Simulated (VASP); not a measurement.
# C (P6/mmm) in VASP: further runs

C is run at these levels: PBE+D3(BJ); tasks: single point.

Everything below comes from runs of VASP 6.6.1. Logs are shortened: lines on timing, memory, paths and dates and some standing lists are left out, and cuts for length are marked.

### Step 1. The cell of the first run

The structure is hexagonal, space group P6/mmm (No. 191). The conventional cell has a = 2.450 Å, b = 2.450 Å, c = 3.176 Å, α = 90.00°, β = 90.00°, γ = 120.00°. C (site symmetry -6m2) has 3 C at 1.41 Å within 1.9 Å.

### Step 2. Single point, PBE+D3(BJ) (8.26 Å³/atom)

INCAR

```
SYSTEM = C
PREC = Accurate
ENCUT = 520
EDIFF = 1E-6
ISMEAR = 0
SIGMA = 0.1
LREAL = .FALSE.
LASPH = .TRUE.
NELM = 100
ALGO = Normal
ISIF = 2
LWAVE = .FALSE.
LCHARG = .FALSE.
GGA = PE
IVDW = 12
NBANDS = 11
```

KPOINTS

```
Automatic mesh
0
G
  18 18 12
  0 0 0
```

POSCAR

```
C
1.0
    2.4503359307      0.0000000000      0.0000000000
   -1.2251679653      2.1220531638      0.0000000000
    0.0000000000      0.0000000000      3.1763475002
C
2
Direct
    0.3333333333      0.6666666667      0.0000000000
    0.6666666667      0.3333333333      0.0000000000
```

Potentials or basis: VASP PAW PBE potentials, release 64 (C).

Command:

```sh
> cat potpaw_PBE.64/C/POTCAR > POTCAR
> mpirun -np 1 vasp_std > vasp.out
```

OUTCAR:

```text
SYSTEM = C
   PREC = Accurate
   ENCUT = 520
   EDIFF = 1E-6
   ISMEAR = 0
   LREAL = .FALSE.
   LASPH = .TRUE.
   NELM = 100
   ISIF = 2
   GGA = PE
   IVDW = 12
 IVDW          = 12

 ion  position               nearest neighbor table
   1  0.333  0.667  0.000-   2 1.41   2 1.41   2 1.41
   2  0.667  0.333  0.000-   1 1.41   1 1.41   1 1.41

  LATTYP: Found a hexagonal cell.
 ALAT       =     2.4503359307
 C/A-ratio  =     1.2962906271

  Lattice vectors:

 A1 = (   2.4503359307,   0.0000000000,   0.0000000000)
 A2 = (  -1.2251679653,   2.1220531638,   0.0000000000)
 A3 = (   0.0000000000,   0.0000000000,   3.1763475002)

Analysis of symmetry for initial positions (statically):
=====================================================================
 Subroutine PRICEL returns:
 Original cell was already a primitive cell.

 Routine SETGRP: Setting up the symmetry group for a
 hexagonal supercell.

 Subroutine GETGRP returns: Found 24 space group operations
 (whereof 24 operations were pure point group operations)
 out of a pool of 24 trial point group operations.

The static configuration has the point symmetry D_6h.

Analysis of symmetry for dynamics (positions and initial velocities):
=====================================================================
 Subroutine PRICEL returns:
 Original cell was already a primitive cell.

 Routine SETGRP: Setting up the symmetry group for a
 hexagonal supercell.

 Subroutine GETGRP returns: Found 24 space group operations
 (whereof 24 operations were pure point group operations)
 out of a pool of 24 trial point group operations.

The dynamic configuration has the point symmetry D_6h.

 Subroutine INISYM returns: Found 24 space group operations
 (whereof 24 operations are pure point group operations),
 and found     1 'primitive' translations

----------------------------------------------------------------------------------------

                                     Primitive cell

  volume of cell :      16.5162

  direct lattice vectors                    reciprocal lattice vectors
     2.450335931  0.000000000  0.000000000     0.408107308  0.235620864  0.000000000
    -1.225167965  2.122053164  0.000000000     0.000000000  0.471241728  0.000000000
     0.000000000  0.000000000  3.176347500     0.000000000  0.000000000  0.314827014

  length of vectors
     2.450335931  2.450335931  3.176347500     0.471241728  0.471241728  0.314827014

  position of ions in fractional coordinates (direct lattice)
     0.333333333  0.666666667  0.000000000
     0.666666667  0.333333333  0.000000000

  ion indices of the primitive-cell ions
   primitive index   ion index
                 1           1
                 2           2

----------------------------------------------------------------------------------------

 KPOINTS: Automatic mesh

Automatic generation of k-mesh.
 Grid dimensions read from file:
 generate k-points for:   18   18   12

 Generating k-lattice:

  Cartesian coordinates                     Fractional coordinates (reciprocal lattice)
     0.022672628  0.013090048  0.000000000     0.055555556  0.000000000  0.000000000
     0.000000000  0.026180096  0.000000000     0.000000000  0.055555556  0.000000000
     0.000000000  0.000000000  0.026235585     0.000000000  0.000000000  0.083333333

  Length of vectors
     0.026180096  0.026180096  0.026235585

  Shift w.r.t. Gamma in fractional coordinates (k-lattice)
     0.000000000  0.000000000  0.000000000

 Subroutine IBZKPT returns following result:
 ===========================================

 Found    259 irreducible k-points:

 Following reciprocal coordinates:
            Coordinates               Weight
  0.000000  0.000000  0.000000      1.000000
  0.055556  0.000000  0.000000      6.000000
  0.111111  0.000000  0.000000      6.000000
  0.166667  0.000000  0.000000      6.000000
  0.222222  0.000000  0.000000      6.000000
  0.277778  0.000000  0.000000      6.000000
[... 16 lines left out ...]
  0.333333  0.111111  0.000000     12.000000
  0.388889  0.111111  0.000000     12.000000
 [... further k-points ...]
   k-points           NKPTS =    259   k-points in BZ     NKDIM =    259   number of bands    NBANDS=     11
   number of dos      NEDOS =    301   number of ions     NIONS =      2
   total plane-waves  NPLWV =   7776
   dimension x,y,z NGX =    18 NGY =   18 NGZ =   24
   dimension x,y,z NGXF=    36 NGYF=   36 NGZF=   48
   ions per type =               2
   NGX,Y,Z   is equivalent  to a cutoff of  12.21, 12.21, 12.56 a.u.
   NGXF,Y,Z  is equivalent  to a cutoff of  24.42, 24.42, 25.12 a.u.
 SYSTEM =  C
   PREC   = accura    normal or accurate (medium, high low for compatibility)
   ISTART =      0    job   : 0-new  1-cont  2-samecut
   ICHARG =      2    charge: 1-file 2-atom 10-const
   ISPIN  =      1    spin polarized calculation?
   LNONCOLLINEAR =      F non collinear calculations
   LSORBIT =      F    spin-orbit coupling
   LASPH  =      T    aspherical Exc in radial PAW
   ENCUT  =  520.0 eV  38.22 Ry    6.18 a.u.   4.56  4.56  5.91*2*pi/ulx,y,z
   NELM   =    100;   NELMIN=  2; NELMDL= -5     # of ELM steps
   EDIFF  = 0.1E-05   stopping-criterion for ELM
   LREAL  =      F    real-space projection
   EDIFFG = 0.1E-04   stopping-criterion for IOM
   NSW    =      0    number of steps for IOM
   IBRION =     -1    ionic relax: 0-MD 1-quasi-New 2-CG
   NFREE  =      0    steps in history (QN), initial steepest desc. (CG)
   ISIF   =      2    stress and relaxation
   ISYM   =      2    0-nonsym 1-usesym 2-fastsym
   POTIM  = 0.5000    time-step for ionic-motion
   TEBEG  =    0.0;   TEEND  =   0.0 temperature during run
   PSTRESS=    0.0 pullay stress
   NELECT =       8.0000    total number of electrons
   NUPDOWN=      -1.0000    fix difference up-down
   EMIN   =  10.00;   EMAX   =-10.00  energy-range for DOS
   EFERMI =   0.00;   METHOD = LEGACY
   ISMEAR =     0;   SIGMA  =   0.10  broadening in eV -4-tet -1-fermi 0-gaus
   EFERMI_NEDOS =   21; number of points for ismear=-14 and -15
   IALGO  =     38    algorithm
   IMIX   =      4    mixing-type and parameters
     AMIX     =   0.40;   BMIX     =  1.00
     AMIX_MAG =   1.60;   BMIX_MAG =  1.00
  volume/ion in A,a.u.               =       8.26        55.73
  Fermi-wavevector in a.u.,A,eV,Ry     =   1.285686  2.429594 22.490268  1.652988
  Thomas-Fermi vector in A             =   2.417805
   LORBIT       =      0    0 simple, 1 ext, 2 COOP (PROOUT), +10 PAW based schemes
   GGA     = PE    functional components
   LHFCALC =     F    Hartree Fock is set to
   AEXX    =    0.0000 exact exchange contribution
   IVDW    =    12    specifies the selected vdW correction
   LEPSILON=     F    determine dielectric tensor
   LRPA    =     F    only Hartree local field effects (RPA)
 non-spin polarized calculation
 Gauss-broadening in eV      SIGMA  =   0.10
  energy-cutoff  :      520.00
  volume of cell :       16.52
 maximum number of plane-waves:       457
   NGX =  9   NGY =  9   NGZ = 11

 number of electron       7.9999997 magnetization

 Free energy of the ion-electron system (eV)
  ---------------------------------------------------
  ext. energy  EPLUGINS =         0.00000000
  ---------------------------------------------------
  free energy    TOTEN  =       -18.34077026 eV

  energy without entropy =      -18.34012301  energy(sigma->0) =      -18.34044663

 E-fermi :   5.3592     XC(G=0): -10.7152

 val. band max:        5.3518026717   @ k =   0.3333   0.2778   0.5000
 cond. band min:       5.4101702610   @ k =   0.3333   0.2778   0.0000
 fundamental gap:      0.0583675893
 Fermi energy:         5.3591508790

 k-point     1 :       0.0000    0.0000    0.0000
  band No.  band energies     occupation
      1     -14.5571      2.00000
      2      -1.0086      2.00000
      3       2.2960      2.00000
      4       2.2960      2.00000
      5      10.0470      0.00000
      6      13.7058      0.00000
      7      13.7058      0.00000
      8      17.3243      0.00000
      9      17.9516      0.00000
     10      27.4902      0.00000
     11      33.7413      0.00000

 k-point     2 :       0.0556    0.0000    0.0000
  band No.  band energies     occupation
      1     -14.4824      2.00000
      2      -0.9239      2.00000
      3       1.9913      2.00000
      4       2.1351      2.00000
      5      10.1335      0.00000
      6      13.7434      0.00000
      7      14.0286      0.00000
      8      17.0851      0.00000
      9      18.0743      0.00000
     10      27.7216      0.00000
     11      33.3344      0.00000

 k-point     3 :       0.1111    0.0000    0.0000
  band No.  band energies     occupation
      1     -14.2586      2.00000
      2      -0.6711      2.00000
      3       1.1547      2.00000
      4       1.7084      2.00000
      5      10.3939      0.00000
      6      13.7776      0.00000
      7      14.9372      0.00000
      8      16.4049      0.00000
      9      18.4684      0.00000
     10      28.3222      0.00000
     11      32.0888      0.00000

 k-point     4 :       0.1667    0.0000    0.0000
  band No.  band energies     occupation
      1     -13.8867      2.00000
      2      -0.2539      2.00000
      3      -0.0463      2.00000
      4       1.1355      2.00000
      5      10.8287      0.00000
      6      13.7033      0.00000
      7      15.3734      0.00000
      8      16.2997      0.00000
      9      19.1226      0.00000
     10      28.9625      0.00000
     11      30.5313      0.00000
[... 239 lines left out ...]
 k-point    22 :       0.2778    0.1111    0.0000
  band No.  band energies     occupation
      1     -11.6945      2.00000
      2      -4.3521      2.00000
      3      -1.4038      2.00000
      4       2.1105      2.00000
      5      10.9859      0.00000
      6      13.3898      0.00000
      7      14.3101      0.00000
      8      19.0295      0.00000
      9      23.0654      0.00000
     10      24.9420      0.00000
     11      27.3909      0.00000

 k-point    23 :       0.3333    0.1111    0.0000
  band No.  band energies     occupation
      1     -10.7728      2.00000
      2      -5.7588      2.00000
      3      -1.7800      2.00000
      4       3.0084      2.00000
      5       9.6753      0.00000
      6      13.9082      0.00000
      7      14.7104      0.00000
      8      19.2221      0.00000
      9      23.7037      0.00000
     10      24.1604      0.00000
     11      27.7589      0.00000

 k-point    24 :       0.3889    0.1111    0.0000
  band No.  band energies     occupation
      1      -9.7550      2.00000
      2      -7.0818      2.00000
      3      -2.0081      2.00000
      4       3.8332      2.00000
      5       8.5882      0.00000
      6      13.8579      0.00000
      7      15.8619      0.00000
      8      18.4073      0.00000
      9      23.6937      0.00000
     10      24.5952      0.00000
     11      28.4627      0.00000

 [... further k-points ...]

------------------------ aborting loop because EDIFF is reached ----------------------------------------

 Edisp (eV)   -0.33334

 E8    (eV) :    -0.0951

  FORCE on cell =-STRESS in cart. coord.  units (eV):
  Direction    XX          YY          ZZ          XY          YZ          ZX
  --------------------------------------------------------------------------------------
  -------------------------------------------------------------------------------------
  Total       0.85135     0.85135     0.76317     0.00000     0.00000     0.00000
  in kB      82.58687    82.58687    74.03283     0.00000     0.00000     0.00000
  external pressure =       79.74 kB  Pullay stress =        0.00 kB

 VOLUME and BASIS-vectors are now :
 -----------------------------------------------------------------------------
  energy-cutoff  :      520.00
  volume of cell :       16.52
      direct lattice vectors                 reciprocal lattice vectors
     2.450335931  0.000000000  0.000000000     0.408107308  0.235620864  0.000000000
    -1.225167965  2.122053164  0.000000000     0.000000000  0.471241728  0.000000000
     0.000000000  0.000000000  3.176347500     0.000000000  0.000000000  0.314827014

 POSITION                                       TOTAL-FORCE (eV/Angst)
 -----------------------------------------------------------------------------------
     -0.00000      1.41470      0.00000        -0.000000      0.000000      0.000000
      1.22517      0.70735      0.00000         0.000000     -0.000000     -0.000000
 -----------------------------------------------------------------------------------
    total drift:                                0.000000     -0.000000      0.000000

  FREE ENERGIE OF THE ION-ELECTRON SYSTEM (eV)
  ---------------------------------------------------
  free  energy   TOTEN  =       -18.6741091983 eV

  energy  without entropy=      -18.6734619473  energy(sigma->0) =      -18.67378557
```

Wall time 17 s (1 thread of AMD EPYC 9R45 (Zen 5), shared host); peak memory 0.13 GiB.

What came out:

```
Free energy                : -18.6741 eV
Pressure                   : 8.0 GPa
Band gap on the k mesh     : zero (bands 4 and 5 overlap by 1.84 eV)
Dispersion energy per atom : -0.167 eV
```

Stress tensor (GPa, compression positive):
```
8.26 0.00 0.00
0.00 8.26 0.00
0.00 0.00 7.40
```

Levels at points of the mesh, in eV from the Fermi level:
```
           k point  band 1  band 2  band 3  band 4  band 5  band 6  band 7  band 8
(0.00, 0.00, 0.00)  -19.92   -6.37   -3.06   -3.06    4.69    8.35    8.35   11.97
(0.50, 0.00, 0.00)  -14.53  -13.51   -6.52   -1.40    2.91    7.24   11.51   11.77
(0.00, 0.00, 0.50)  -19.46   -8.95   -3.00   -3.00    8.51    8.51   11.32   11.90
(0.50, 0.00, 0.50)  -14.18  -13.23   -6.43   -3.36    0.58    7.83   13.58   18.80
```

Caveat: the cell stands under pressure.

### Step 3. Single point, PBE+D3(BJ) (8.54 Å³/atom)

This run uses another cell than the first one, of 8.54 Å³/atom.

INCAR

```
  PREC = Accurate
  ENCUT = 520
  EDIFF = 1E-6
  ISMEAR = 0
  SIGMA = 0.1
  LREAL = False
  LASPH = True
  NELM = 80
  ALGO = Normal
  ISIF = 2
  LWAVE = False
  LCHARG = True
  GGA = PE
  IVDW = 12
  LELF = True
  LVHAR = True
  NBANDS = 11
```

KPOINTS

```
Automatic mesh
0
Gamma
  18 18 12
```

POSCAR

```
C
1.0
    2.4549441927      0.0000000000      0.0000000000
   -1.2274720963      2.1260440357      0.0000000000
    0.0000000000      0.0000000000      3.2723122513
C
2
Direct
    0.3333333333      0.6666666667      0.0000000000
    0.6666666667      0.3333333333      0.0000000000
```

Potentials or basis: VASP PAW PBE potentials, release 64 (C).

Command:

```sh
> cat potpaw_PBE.64/C/POTCAR > POTCAR
> mpirun -np 1 vasp_std > vasp.out
```

It took 18 s on 1 thread of AMD EPYC 9R45 (Zen 5), shared host; peak memory 0.13 GiB.

It converged, with:

* Free energy: -18.6961 eV
* Pressure: 5.3 GPa
* Band gap on the k mesh: zero (bands 4 and 5 overlap by 1.56 eV)
* Dispersion energy per atom: -0.161 eV

Stress tensor (GPa, compression positive):
```
5.54 0.00 0.00
0.00 5.54 0.00
0.00 0.00 4.73
```

Levels at points of the mesh, in eV from the Fermi level:
| k point | band 1 | band 2 | band 3 | band 4 | band 5 | band 6 | band 7 | band 8 | band 9 |
| --- | --- | --- | --- | --- | --- | --- | --- | --- | --- |
| (0.00, 0.00, 0.00) | -19.80 | -6.50 | -3.04 | -3.04 | 4.44 | 8.35 | 8.35 | 11.85 | 12.55 |
| (0.50, 0.00, 0.00) | -14.45 | -13.42 | -6.47 | -1.53 | 2.75 | 7.27 | 11.34 | 11.62 | 19.77 |
| (0.00, 0.00, 0.50) | -19.44 | -8.74 | -2.99 | -2.99 | 8.47 | 8.47 | 11.14 | 11.34 | 13.06 |
| (0.50, 0.00, 0.50) | -14.18 | -13.20 | -6.40 | -3.19 | 0.73 | 7.74 | 13.48 | 18.05 | 20.06 |

Caveat: the cell stands under pressure.
